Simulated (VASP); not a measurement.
The system is LiF.

```
CELL_PARAMETERS angstrom
0.00000 1.99510 1.99510
1.99510 0.00000 1.99510
1.99510 1.99510 0.00000
ATOMIC_POSITIONS crystal
Li 0.00000 0.00000 0.00000
F 0.50000 0.50000 0.50000
```

Base run:

```yaml
Program: VASP 6.6.1
Functional: PBE
Potentials_or_basis: VASP PAW PBE potentials, release 64 (Li_sv, F)
Cutoff: 520 eV
k_mesh: 8 × 8 × 8
Occupations: gaussian, width 0.01 eV
Spin: no spin polarisation
```

Its results: band gap on the k mesh 9.35 eV, direct.

Q: The run is repeated on the same cell with these changes: functional from PBE to r2SCAN; further incar settings from ALGO = Normal; EDIFF = 1e-07; NBANDS = 12 to ALGO = Normal; EDIFF = 1e-06; NBANDS = 12. What comes out?

A: Band gap on the k mesh 10.55 eV, direct.

A k mesh can miss the band edges.
